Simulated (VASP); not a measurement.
# NbSb (wurtzite type) (P6_3mc) in VASP: a series of runs

The runs below take NbSb (wurtzite type) through electric field gradients, density of states, with PBE.

All numbers are computed with VASP 6.6.1; they aren't measurements. Logs are shortened: lines on timing, memory, paths and dates and some standing lists are left out, and cuts for length are marked.

## (1) The cell of the first run

Symmetry: P6_3mc, No. 186, hexagonal system. The conventional cell has a = 3.182 Å, b = 3.182 Å, c = 10.135 Å, α = 90.00°, β = 90.00°, γ = 120.00°. Nb (site symmetry 3m) has 4 Sb at 2.82 to 2.90 Å and 6 Nb at 3.18 Å within 3.7 Å. Within 3.7 Å of Sb (site symmetry 3m) lie 4 Nb at 2.82 to 2.90 Å and 6 Sb at 3.18 Å.

## (2) Electric field gradients, PBE

Contents of INCAR:

```
PREC = Accurate
ENCUT = 520
EDIFF = 1E-8
ISMEAR = -1
SIGMA = 0.05
LREAL = F
LASPH = T
NELM = 80
ALGO = Normal
ISIF = 2
LWAVE = F
LCHARG = F
GGA = PE
LEFG = T
NBANDS = 26
```

Contents of KPOINTS:

```
Automatic mesh
0
Gamma
  8 8 5
```

Contents of POSCAR:

```
NbSb
1.0
    3.1820714773      0.0000000000      0.0000000000
   -1.5910357387      2.7557547360      0.0000000000
    0.0000000000      0.0000000000     10.1345947828
Nb Sb
2 2
Direct
    0.3333333333      0.6666666667      0.0488841903
    0.6666666667      0.3333333333      0.5488841903
    0.3333333333      0.6666666667      0.3271158097
    0.6666666667      0.3333333333      0.8271158097
```

Potentials or basis: VASP PAW PBE potentials, release 64 (Nb_sv, Sb).

The run is started by

```sh
$ cat potpaw_PBE.64/Nb_sv/POTCAR potpaw_PBE.64/Sb/POTCAR > POTCAR
$ mpirun -np 1 vasp_std > vasp.out
```

OUTCAR:

```text
PREC = Accurate
   ENCUT = 520
   EDIFF = 1E-8
   ISMEAR = -1
   LREAL = F
   LASPH = T
   NELM = 80
   ISIF = 2
   GGA = PE

 ion  position               nearest neighbor table
   1  0.333  0.667  0.049-   3 2.82   4 2.90   4 2.90   4 2.90
   2  0.667  0.333  0.549-   4 2.82   3 2.90   3 2.90   3 2.90
   3  0.333  0.667  0.327-   1 2.82   2 2.90   2 2.90   2 2.90
   4  0.667  0.333  0.827-   2 2.82   1 2.90   1 2.90   1 2.90

  LATTYP: Found a hexagonal cell.
 ALAT       =     3.1820714773
 C/A-ratio  =     3.1849048191

  Lattice vectors:

 A1 = (   3.1820714773,   0.0000000000,   0.0000000000)
 A2 = (  -1.5910357387,   2.7557547360,   0.0000000000)
 A3 = (   0.0000000000,   0.0000000000,  10.1345947828)

Analysis of symmetry for initial positions (statically):
=====================================================================
 Subroutine PRICEL returns:
 Original cell was already a primitive cell.

 Routine SETGRP: Setting up the symmetry group for a
 hexagonal supercell.

 Subroutine GETGRP returns: Found 12 space group operations
 (whereof  6 operations were pure point group operations)
 out of a pool of 24 trial point group operations.

The static configuration has the point symmetry C_3v.
 The point group associated with its full space group is C_6v.

Analysis of symmetry for dynamics (positions and initial velocities):
=====================================================================
 Subroutine PRICEL returns:
 Original cell was already a primitive cell.

 Routine SETGRP: Setting up the symmetry group for a
 hexagonal supercell.

 Subroutine GETGRP returns: Found 12 space group operations
 (whereof  6 operations were pure point group operations)
 out of a pool of 24 trial point group operations.

The dynamic configuration has the point symmetry C_3v.
 The point group associated with its full space group is C_6v.

 Subroutine INISYM returns: Found 12 space group operations
 (whereof  6 operations are pure point group operations),
 and found     1 'primitive' translations

----------------------------------------------------------------------------------------

                                     Primitive cell

  volume of cell :      88.8703

  direct lattice vectors                    reciprocal lattice vectors
     3.182071477  0.000000000  0.000000000     0.314260697  0.181438498  0.000000000
    -1.591035739  2.755754736  0.000000000     0.000000000  0.362876996  0.000000000
     0.000000000  0.000000000 10.134594783     0.000000000  0.000000000  0.098671927

  length of vectors
     3.182071477  3.182071477 10.134594783     0.362876996  0.362876996  0.098671927

  position of ions in fractional coordinates (direct lattice)
     0.333333333  0.666666667  0.048884190
     0.666666667  0.333333333  0.548884190
     0.333333333  0.666666667  0.327115810
     0.666666667  0.333333333  0.827115810

  ion indices of the primitive-cell ions
   primitive index   ion index
                 1           1
                 2           2
                 3           3
                 4           4

----------------------------------------------------------------------------------------

 KPOINTS: Automatic mesh

Automatic generation of k-mesh.
 Grid dimensions read from file:
 generate k-points for:    8    8    5

 Generating k-lattice:

  Cartesian coordinates                     Fractional coordinates (reciprocal lattice)
     0.039282587  0.022679812  0.000000000     0.125000000 -0.000000000  0.000000000
     0.000000000  0.045359624  0.000000000     0.000000000  0.125000000  0.000000000
     0.000000000  0.000000000  0.019734385     0.000000000  0.000000000  0.200000000

  Length of vectors
     0.045359624  0.045359624  0.019734385

  Shift w.r.t. Gamma in fractional coordinates (k-lattice)
     0.000000000  0.000000000  0.000000000

 Subroutine IBZKPT returns following result:
 ===========================================

 Found     30 irreducible k-points:

 Following reciprocal coordinates:
            Coordinates               Weight
  0.000000  0.000000  0.000000      1.000000
  0.125000  0.000000  0.000000      6.000000
  0.250000  0.000000  0.000000      6.000000
  0.375000  0.000000  0.000000      6.000000
  0.500000  0.000000  0.000000      3.000000
  0.125000  0.125000  0.000000      6.000000
[... 16 lines left out ...]
  0.250000  0.000000  0.400000     12.000000
  0.375000  0.000000  0.400000     12.000000
 [... further k-points ...]
   k-points           NKPTS =     30   k-points in BZ     NKDIM =     30   number of bands    NBANDS=     26
   number of dos      NEDOS =    301   number of ions     NIONS =      4
   total plane-waves  NPLWV =  46080
   dimension x,y,z NGX =    24 NGY =   24 NGZ =   80
   dimension x,y,z NGXF=    48 NGYF=   48 NGZF=  160
   ions per type =               2   2
   NGX,Y,Z   is equivalent  to a cutoff of  12.54, 12.54, 13.12 a.u.
   NGXF,Y,Z  is equivalent  to a cutoff of  25.08, 25.08, 26.25 a.u.
 SYSTEM =  unknown system
   PREC   = accura    normal or accurate (medium, high low for compatibility)
   ISTART =      0    job   : 0-new  1-cont  2-samecut
   ICHARG =      2    charge: 1-file 2-atom 10-const
   ISPIN  =      1    spin polarized calculation?
   LNONCOLLINEAR =      F non collinear calculations
   LSORBIT =      F    spin-orbit coupling
   LASPH  =      T    aspherical Exc in radial PAW
   ENCUT  =  520.0 eV  38.22 Ry    6.18 a.u.   5.92  5.92 18.84*2*pi/ulx,y,z
   NELM   =     80;   NELMIN=  2; NELMDL= -5     # of ELM steps
   EDIFF  = 0.1E-07   stopping-criterion for ELM
   LREAL  =      F    real-space projection
   EDIFFG = 0.1E-06   stopping-criterion for IOM
   NSW    =      0    number of steps for IOM
   IBRION =     -1    ionic relax: 0-MD 1-quasi-New 2-CG
   NFREE  =      0    steps in history (QN), initial steepest desc. (CG)
   ISIF   =      2    stress and relaxation
   ISYM   =      2    0-nonsym 1-usesym 2-fastsym
   POTIM  = 0.5000    time-step for ionic-motion
   TEBEG  =    0.0;   TEEND  =   0.0 temperature during run
   PSTRESS=    0.0 pullay stress
   NELECT =      36.0000    total number of electrons
   NUPDOWN=      -1.0000    fix difference up-down
   EMIN   =  10.00;   EMAX   =-10.00  energy-range for DOS
   EFERMI =   0.00;   METHOD = LEGACY
   ISMEAR =    -1;   SIGMA  =   0.05  broadening in eV -4-tet -1-fermi 0-gaus
   EFERMI_NEDOS =   21; number of points for ismear=-14 and -15
   IALGO  =     38    algorithm
   IMIX   =      4    mixing-type and parameters
     AMIX     =   0.40;   BMIX     =  1.00
     AMIX_MAG =   1.60;   BMIX_MAG =  1.00
  volume/ion in A,a.u.               =      22.22       149.93
  Fermi-wavevector in a.u.,A,eV,Ry     =   1.211314  2.289051 19.963575  1.467281
  Thomas-Fermi vector in A             =   2.346833
   LORBIT       =      0    0 simple, 1 ext, 2 COOP (PROOUT), +10 PAW based schemes
   GGA     = PE    functional components
[... 5 lines left out ...]
 non-spin polarized calculation
  energy-cutoff  :      520.00
  volume of cell :       88.87
 maximum number of plane-waves:      2411
 NGX is ok and might be reduce to    24
   NGX = 11   NGY = 11   NGZ = 37

 number of electron      35.9999997 magnetization

 Free energy of the ion-electron system (eV)
  ---------------------------------------------------
  ext. energy  EPLUGINS =         0.00000000
  ---------------------------------------------------
  free energy    TOTEN  =       -27.22429496 eV

  energy without entropy =      -27.17358646  energy(sigma->0) =      -27.19894071

 E-fermi :   9.8694     XC(G=0): -11.2055

 val. band max:        9.8685414343   @ k =   0.2500   0.2500   0.0000
 cond. band min:       9.8775830907   @ k =   0.2500   0.0000   0.4000
 fundamental gap:      0.0090416564
 Fermi energy:         9.8694232442

 k-point     1 :       0.0000    0.0000    0.0000
  band No.  band energies     occupation
      1     -45.1151      2.00000
      2     -45.1151      2.00000
      3     -21.3275      2.00000
      4     -21.3215      2.00000
      5     -20.8456      2.00000
      6     -20.8456      2.00000
[... 18 lines left out ...]
     25      15.8288      0.00000
     26      15.8288      0.00000
[... 644 lines left out ...]
      4     -21.2673      2.00000
      5     -21.2526      2.00000
      6     -21.2517      2.00000
[... 18 lines left out ...]
     25      13.7622      0.00000
     26      14.2181      0.00000

 [... further k-points ...]
[... 5 lines left out ...]
  --------------------------------------------------------------------------------------
  -------------------------------------------------------------------------------------
  Total       -0.0686882     -0.0686882     -0.1325856      0.0000000      0.0000000      0.0000000
  in kB       -1.2383284     -1.2383284     -2.3902870      0.0000000      0.0000000      0.0000000
  external PRESSURE =      -1.6223146 kB  Pullay stress =       0.0000000 kB

 VOLUME and BASIS-vectors are now :
 -----------------------------------------------------------------------------
  energy-cutoff  :      520.00
  volume of cell :       88.87
      direct lattice vectors                 reciprocal lattice vectors
     3.182071477  0.000000000  0.000000000     0.314260697  0.181438498  0.000000000
    -1.591035739  2.755754736  0.000000000     0.000000000  0.362876996  0.000000000
     0.000000000  0.000000000 10.134594783     0.000000000  0.000000000  0.098671927

 POSITION                                       TOTAL-FORCE (eV/Angst)
 -----------------------------------------------------------------------------------
     -0.00000      1.83717      0.49542        -0.000000      0.000000      0.004724
      1.59104      0.91858      5.56272         0.000000     -0.000000      0.004724
     -0.00000      1.83717      3.31519        -0.000000     -0.000000     -0.004724
      1.59104      0.91858      8.38248        -0.000000     -0.000000     -0.004724
 -----------------------------------------------------------------------------------
    total drift:                               -0.000000      0.000000      0.000271

  FREE ENERGIE OF THE ION-ELECTRON SYSTEM (eV)
  ---------------------------------------------------
  free  energy   TOTEN  =       -27.2242949628 eV

  energy  without entropy=      -27.1735864563  energy(sigma->0) =      -27.19894071

 Electric field gradients (V/A^2)
---------------------------------------------------------------------
 ion       V_xx      V_yy      V_zz      V_xy      V_xz      V_yz
---------------------------------------------------------------------
   1      -3.393    -3.393     6.787    -0.000    -0.000     0.000
   2      -3.393    -3.393     6.787    -0.000     0.000    -0.000
   3     159.934   159.934  -319.868    -0.000    -0.000     0.000
   4     159.934   159.934  -319.868    -0.000     0.000    -0.000
---------------------------------------------------------------------

 Electric field gradients after diagonalization (V/A^2)
 (convention: |V_zz| > |V_xx| > |V_yy|)
----------------------------------------------------------------------
 ion       V_xx      V_yy      V_zz     asymmetry (V_yy - V_xx)/ V_zz
----------------------------------------------------------------------
   1      -3.394    -3.393     6.787       0.000
   2      -3.394    -3.393     6.787       0.000
   3     159.934   159.934  -319.868       0.000
   4     159.934   159.934  -319.868       0.000
----------------------------------------------------------------------

           NMR quadrupolar parameters

 Cq : quadrupolar parameter    Cq=e*Q*V_zz/h
 eta: asymmetry parameters     (V_yy - V_xx)/ V_zz
 Q  : nuclear electric quadrupole moment in mb (millibarn)
----------------------------------------------------------------------
 ion       Cq(MHz)       eta       Q (mb)
----------------------------------------------------------------------
   1       0.016       0.000       1.000
   2       0.016       0.000       1.000
   3      -0.773       0.000       1.000
   4      -0.773       0.000       1.000
----------------------------------------------------------------------
```

Run time: 3.5 min. Hardware: 1 thread of AMD EPYC 7R13, shared host; peak memory 0.2 GiB.

What came out:

- Free energy: -27.2243 eV
- Pressure: -0.2 GPa
- Largest force: 0.005 eV/Å
- Band gap on the k mesh: zero (band 18 reaches 10.43 eV, above the bottom of band 19 at 9.51 eV)

Forces on the atoms (eV/Å):
```
Nb   0.000  0.000  0.005
Nb   0.000  0.000  0.005
Sb   0.000  0.000 -0.005
Sb   0.000  0.000 -0.005
```

Stress tensor (GPa, compression positive):
```
-0.12  0.00  0.00
 0.00 -0.12  0.00
 0.00  0.00 -0.24
```

Levels at points of the mesh, in eV from the Fermi level:
| k point | band 14 | band 15 | band 16 | band 17 | band 18 | band 19 | band 20 | band 21 |
| --- | --- | --- | --- | --- | --- | --- | --- | --- |
| (0.00, 0.00, 0.00) | -2.12 | 0.22 | 0.22 | 0.24 | 0.24 | 1.53 | 1.53 | 1.83 |
| (0.50, 0.00, 0.00) | -2.59 | -2.04 | -1.60 | -0.62 | -0.17 | 0.21 | 0.72 | 2.68 |

Electric field gradients, principal values (V/Å²):
```tsv
atom	least	middle	greatest (by size)
1 Nb	-3.393	-3.394	6.787
2 Nb	-3.393	-3.394	6.787
3 Sb	159.934	159.934	-319.868
4 Sb	159.934	159.934	-319.868
```

Caveat: without QUAD_EFG the Cq values of the log hold for a quadrupole moment of 1 mb, not for the nuclei; spin-orbit coupling is left out, which moves the levels of the heavy elements.

## (3) Density of states, PBE

POSCAR is that of step 2.

Contents of INCAR.step1:

```
PREC = Accurate
ENCUT = 520
EDIFF = 1E-6
ISMEAR = -1
SIGMA = 0.05
LREAL = F
LASPH = T
NELM = 100
ALGO = Normal
ISIF = 2
LWAVE = F
LCHARG = T
LMAXMIX = 4
GGA = PE
NBANDS = 26
```

Contents of KPOINTS.step1:

```
regular mesh
0
Gamma
  8 8 5
```

Contents of INCAR.step2:

```
PREC = Accurate
ENCUT = 520
EDIFF = 1E-6
ISMEAR = -5
SIGMA = 0.05
LREAL = F
LASPH = T
NELM = 100
ALGO = Normal
ISIF = 2
LWAVE = F
LCHARG = F
LMAXMIX = 4
GGA = PE
LORBIT = 11
NBANDS = 26
NEDOS = 1001
ICHARG = 11
```

Contents of KPOINTS.step2:

```
regular mesh
0
Gamma
  12 12 8
```

Potentials or basis: VASP PAW PBE potentials, release 64 (Nb_sv, Sb).

The run is started by

```sh
$ cat potpaw_PBE.64/Nb_sv/POTCAR potpaw_PBE.64/Sb/POTCAR > POTCAR
$ cp INCAR.step1 INCAR
$ cp KPOINTS.step1 KPOINTS
$ mpirun -np 1 vasp_std > vasp.out
$ cp INCAR.step2 INCAR
$ cp KPOINTS.step2 KPOINTS
$ mpirun -np 1 vasp_std > vasp.out
```

Run time: 1.7 min. Hardware: 1 thread of Intel Xeon 6975P-C (Granite Rapids), shared host; peak memory 0.33 GiB.

Results (log left out):

```yaml
Valence_electrons_inside_the_program's_atomic_spheres: Nb 10.56; Sb 2.48
```

Levels at points of the mesh, in eV from the Fermi level:
| k point | band 15 | band 16 | band 17 | band 18 | band 19 | band 20 | band 21 | band 22 |
| --- | --- | --- | --- | --- | --- | --- | --- | --- |
| (0.00, 0.00, 0.00) | 0.23 | 0.23 | 0.26 | 0.26 | 1.55 | 1.55 | 1.84 | 1.84 |
| (0.50, 0.00, 0.00) | -2.02 | -1.58 | -0.60 | -0.16 | 0.22 | 0.73 | 2.69 | 3.02 |
| (0.00, 0.00, 0.50) | 0.24 | 0.24 | 0.24 | 0.24 | 1.69 | 1.69 | 1.69 | 1.69 |
| (0.50, 0.00, 0.50) | -1.92 | -1.92 | 0.19 | 0.19 | 0.37 | 0.37 | 2.32 | 2.32 |

Caveat: spin-orbit coupling is left out, which moves the levels of the heavy elements; tetrahedron occupations give inexact forces and stress in metals.

(Continued in part 2 of 2.)
